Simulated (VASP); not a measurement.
# Nb16H (a cell with a defect) in VASP: single point with PBE

Aim: the single point of Nb16H (a cell with a defect) with PBE.

All numbers are computed with VASP 6.6.1; they aren't measurements. Logs are shortened: lines on timing, memory, paths and dates and some standing lists are left out, and cuts for length are marked.

### 1 The cell of the first run

The cell holds a defect, 17 atoms: a = 6.600 Å, b = 6.600 Å, c = 6.600 Å, α = 90.00°, β = 90.00°, γ = 90.00°.

### 2 Single point, PBE

The input, INCAR:

```
PREC = Accurate
ENCUT = 520
EDIFF = 1E-6
ISMEAR = 0
SIGMA = 0.15
LREAL = Auto
LASPH = True
NELM = 60
ALGO = Normal
ISIF = 2
LWAVE = False
LCHARG = False
GGA = PE
NBANDS = 118
```

The input, KPOINTS:

```
Automatic mesh
0
Gamma
  3 3 3
```

The input, POSCAR:

```
Nb16H
1.0
    6.6000000000      0.0000000000      0.0000000000
    0.0000000000      6.6000000000      0.0000000000
    0.0000000000      0.0000000000      6.6000000000
Nb H
16 1
Direct
    0.0004838765     -0.0001847665      0.0007196184
    0.5004891569      0.0020247394     -0.0004810041
    0.0004592530      0.4941917542      0.0064625387
    0.0004849189     -0.0001941908      0.4988424947
    0.2502067381      0.2474772312      0.2497697673
    0.5004587626      0.5014801394     -0.0003138936
    0.5004893557      0.0020147449      0.5000709575
    0.7506808626      0.2474572046      0.2497715533
    0.0004597918      0.4941671887      0.4930561179
    0.2502985846      0.7481278888      0.2497856926
    0.2514906775      0.2497908073      0.7497771213
    0.5004600763      0.5014672333      0.4998763574
    0.7506412321      0.7480993752      0.2497880346
    0.7494568796      0.2497709487      0.7497770780
    0.2571759404      0.7553122145      0.7497898400
    0.7438526214      0.7552699351      0.7497886806
    1.0005737521      0.6246770821      0.7496945554
```

Potentials or basis: VASP PAW PBE potentials, release 64 (Nb_sv, H).

The run is started by

```console
cat potpaw_PBE.64/Nb_sv/POTCAR potpaw_PBE.64/H/POTCAR > POTCAR
mpirun -np 1 vasp_std > vasp.out
```

OUTCAR:

```text
PREC = Accurate
   ENCUT = 520
   EDIFF = 1E-6
   ISMEAR = 0
   LREAL = Auto
   LASPH = True
   NELM = 60
   ISIF = 2
   GGA = PE

 ion  position               nearest neighbor table
   1  0.000  1.000  0.001-   5 2.84   8 2.84  10 2.86  13 2.86  11 2.87  14 2.87  16 2.87  15 2.87

   2  0.500  0.002  1.000-  15 2.82  16 2.82   8 2.84   5 2.84  14 2.84  11 2.84  13 2.87  10 2.87

   3  0.000  0.494  0.006-  17 1.90   5 2.82   8 2.82  13 2.85  10 2.85  14 2.87  11 2.87  16 2.95
                            15 2.95
   4  0.000  1.000  0.499-   5 2.84   8 2.84  10 2.86  13 2.86  11 2.87  14 2.87  16 2.87  15 2.87
[... 21 lines left out ...]
  15  0.257  0.755  0.750-  17 1.90   7 2.82   2 2.82   6 2.85  12 2.85   1 2.87   4 2.87   3 2.95
                             9 2.95
  16  0.744  0.755  0.750-  17 1.90   7 2.82   2 2.82   6 2.85  12 2.85   1 2.87   4 2.87   3 2.95
                             9 2.95
  17  0.001  0.625  0.750-   9 1.90  15 1.90   3 1.90  16 1.90

  LATTYP: Found a simple cubic cell.
 ALAT       =     6.6000000000

  Lattice vectors:

 A1 = (   6.6000000000,   0.0000000000,   0.0000000000)
 A2 = (   0.0000000000,   6.6000000000,   0.0000000000)
 A3 = (   0.0000000000,   0.0000000000,   6.6000000000)

Analysis of symmetry for initial positions (statically):
=====================================================================
 Subroutine PRICEL returns:
 Original cell was already a primitive cell.

 Routine SETGRP: Setting up the symmetry group for a
 simple cubic supercell.

 Subroutine GETGRP returns: Found  1 space group operations
 (whereof  1 operations were pure point group operations)
 out of a pool of 48 trial point group operations.

The static configuration has the point symmetry C_1 .

Analysis of symmetry for dynamics (positions and initial velocities):
=====================================================================
 Subroutine PRICEL returns:
 Original cell was already a primitive cell.

 Routine SETGRP: Setting up the symmetry group for a
 simple cubic supercell.

 Subroutine GETGRP returns: Found  1 space group operations
 (whereof  1 operations were pure point group operations)
 out of a pool of 48 trial point group operations.

The dynamic configuration has the point symmetry C_1 .

 Subroutine INISYM returns: Found  1 space group operations
 (whereof  1 operations are pure point group operations),
 and found     1 'primitive' translations

----------------------------------------------------------------------------------------

                                     Primitive cell

[... 118 lines left out ...]
   TEBEG  =    0.0;   TEEND  =   0.0 temperature during run
   PSTRESS=    0.0 pullay stress
   NELECT =     209.0000    total number of electrons
   NUPDOWN=      -1.0000    fix difference up-down
   EMIN   =  10.00;   EMAX   =-10.00  energy-range for DOS
   EFERMI =   0.00;   METHOD = LEGACY
   ISMEAR =     0;   SIGMA  =   0.15  broadening in eV -4-tet -1-fermi 0-gaus
   EFERMI_NEDOS =   21; number of points for ismear=-14 and -15
   IALGO  =     38    algorithm
   IMIX   =      4    mixing-type and parameters
     AMIX     =   0.40;   BMIX     =  1.00
     AMIX_MAG =   1.60;   BMIX_MAG =  1.00
  volume/ion in A,a.u.               =      16.91       114.12
  Fermi-wavevector in a.u.,A,eV,Ry     =   1.472018  2.781710 29.481589  2.166836
  Thomas-Fermi vector in A             =   2.587083
   LORBIT       =      0    0 simple, 1 ext, 2 COOP (PROOUT), +10 PAW based schemes
   GGA     = PE    functional components
   LHFCALC =     F    Hartree Fock is set to
   AEXX    =    0.0000 exact exchange contribution
   IVDW    =     0    specifies the selected vdW correction
   LEPSILON=     F    determine dielectric tensor
   LRPA    =     F    only Hartree local field effects (RPA)
 non-spin polarized calculation
 Gauss-broadening in eV      SIGMA  =   0.15
  energy-cutoff  :      520.00
  volume of cell :      287.50
 maximum number of plane-waves:      7809
 NGX is ok and might be reduce to    50
   NGX = 25   NGY = 25   NGZ = 25

 number of electron     209.0000020 magnetization

 Free energy of the ion-electron system (eV)
  ---------------------------------------------------
  ext. energy  EPLUGINS =         0.00000000
  ---------------------------------------------------
  free energy    TOTEN  =      -167.53584990 eV

  energy without entropy =     -167.40006803  energy(sigma->0) =     -167.46795896

 E-fermi :  11.2711     XC(G=0): -12.5427

 val. band max:       11.2258561328   @ k =   0.0000   0.3333   0.0000
 cond. band min:      11.2833583504   @ k =   0.3333   0.3333   0.0000
 fundamental gap:      0.0575022175
 Fermi energy:        11.2711420026

 k-point     1 :       0.0000    0.0000    0.0000
  band No.  band energies     occupation
      1     -43.0808      2.00000
      2     -42.8928      2.00000
      3     -42.8777      2.00000
      4     -42.8777      2.00000
      5     -42.8589      2.00000
      6     -42.8489      2.00000
[... 1655 lines left out ...]
    115      13.6761      0.00000
    116      13.7016      0.00000
 [bands above 116 left out]

------------------------ aborting loop because EDIFF is reached ----------------------------------------

  FORCE on cell =-STRESS in cart. coord.  units (eV):
  Direction    XX          YY          ZZ          XY          YZ          ZX
  --------------------------------------------------------------------------------------
  -------------------------------------------------------------------------------------
  Total        4.2756441      3.5863663      4.2793531      0.0026315      0.0034602      0.0011940
  in kB       23.8276014     19.9863470     23.8482708      0.0146652      0.0192833      0.0066540
  external PRESSURE =      22.5540730 kB  Pullay stress =       0.0000000 kB

 VOLUME and BASIS-vectors are now :
 -----------------------------------------------------------------------------
  energy-cutoff  :      520.00
  volume of cell :      287.50
      direct lattice vectors                 reciprocal lattice vectors
     6.600000000  0.000000000  0.000000000     0.151515152  0.000000000  0.000000000
     0.000000000  6.600000000  0.000000000     0.000000000  0.151515152  0.000000000
     0.000000000  0.000000000  6.600000000     0.000000000  0.000000000  0.151515152

 POSITION                                       TOTAL-FORCE (eV/Angst)
 -----------------------------------------------------------------------------------
      0.00319      6.59878      0.00475        -0.000724     -0.001781      0.000275
      3.30323      0.01336      6.59683        -0.000423      0.000047      0.002014
      0.00303      3.26167      0.04265         0.000674     -0.002279     -0.001911
      0.00320      6.59872      3.29236        -0.000513     -0.001608     -0.001348
      1.65136      1.63335      1.64848         0.000798      0.003412      0.000350
      3.30303      3.30977      6.59793         0.000619     -0.000197      0.000925
[... 9 lines left out ...]
      4.90943      4.98478      4.94861        -0.000853      0.005787     -0.000443
      0.00379      4.12287      4.94798        -0.002223      0.000159      0.002826
 -----------------------------------------------------------------------------------
    total drift:                               -0.001161      0.008316      0.000667

  FREE ENERGIE OF THE ION-ELECTRON SYSTEM (eV)
  ---------------------------------------------------
  free  energy   TOTEN  =      -167.5358498970 eV

  energy  without entropy=     -167.4000680284  energy(sigma->0) =     -167.46795896
```

OSZICAR:

```text
N       E                     dE             d eps       ncg     rms          rms(c)
DAV:   1     0.314630610570E+04    0.31463E+04   -0.11463E+05  3304   0.188E+03
DAV:   2     0.126703233517E+03   -0.30196E+04   -0.29705E+04  3740   0.828E+02
DAV:   3    -0.143746951346E+03   -0.27045E+03   -0.26127E+03  5224   0.171E+02
DAV:   4    -0.172104181034E+03   -0.28357E+02   -0.26976E+02  5728   0.494E+01
DAV:   5    -0.174312204713E+03   -0.22080E+01   -0.21162E+01  5464   0.137E+01    0.293E+01
DAV:   6    -0.168082293895E+03    0.62299E+01   -0.14656E+01  4696   0.164E+01    0.100E+01
DAV:   7    -0.167436600188E+03    0.64569E+00   -0.62273E+00  4920   0.103E+01    0.416E+00
DAV:   8    -0.167469476362E+03   -0.32876E-01   -0.11144E+00  4968   0.456E+00    0.362E+00
DAV:   9    -0.167537892700E+03   -0.68416E-01   -0.34236E-01  5104   0.293E+00    0.695E-01
DAV:  10    -0.167542750363E+03   -0.48577E-02   -0.18074E-01  5264   0.218E+00    0.473E-01
DAV:  11    -0.167535488162E+03    0.72622E-02   -0.44407E-02  4952   0.106E+00    0.134E-01
DAV:  12    -0.167535941275E+03   -0.45311E-03   -0.63820E-03  5552   0.279E-01    0.887E-02
DAV:  13    -0.167535876581E+03    0.64695E-04   -0.70760E-04  5376   0.135E-01    0.394E-02
DAV:  14    -0.167535864790E+03    0.11791E-04   -0.11188E-04  5712   0.496E-02    0.265E-02
DAV:  15    -0.167535854147E+03    0.10643E-04   -0.28515E-05  5016   0.273E-02    0.132E-02
DAV:  16    -0.167535851228E+03    0.29185E-05   -0.85594E-06  3784   0.149E-02    0.619E-03
DAV:  17    -0.167535850075E+03    0.11533E-05   -0.17801E-06  2280   0.815E-03    0.372E-03
DAV:  18    -0.167535849897E+03    0.17792E-06   -0.93382E-07  2168   0.534E-03
   1 F= -.16753585E+03 E0= -.16746796E+03  d E =-.135782E+00
```

It took 21 min on 1 thread of AMD EPYC 7R43 (Zen 3), shared host; peak memory 0.49 GiB.

What came out:

- Free energy: -167.5358 eV
- Pressure: 2.3 GPa
- Largest force: 0.006 eV/Å
- Band gap on the k mesh: zero (an odd number of electrons rules out a gap without spin polarisation)

Forces in eV/Å, atoms in the order of the input:
```
Nb  -0.001 -0.002  0.000
Nb   0.000  0.000  0.002
Nb   0.001 -0.002 -0.002
Nb  -0.001 -0.002 -0.001
Nb   0.001  0.003  0.000
Nb   0.001  0.000  0.001
Nb   0.000  0.000 -0.003
Nb   0.001  0.003  0.001
Nb   0.001 -0.003  0.001
Nb   0.006 -0.003  0.000
Nb  -0.004 -0.003  0.000
Nb   0.000  0.000 -0.001
Nb  -0.005 -0.002  0.000
Nb   0.004 -0.002  0.000
Nb   0.000  0.005 -0.001
Nb  -0.001  0.006  0.000
H   -0.002  0.000  0.003
```

Levels at points of the mesh, in eV from the Fermi level:
```
           k point  band 99  band 100  band 101  band 102  band 103  band 104  band 105  band 106  band 107  band 108
(0.00, 0.00, 0.00)     0.34      0.35      0.64      0.85      0.88      0.88      0.91      0.91      0.93      0.97
```
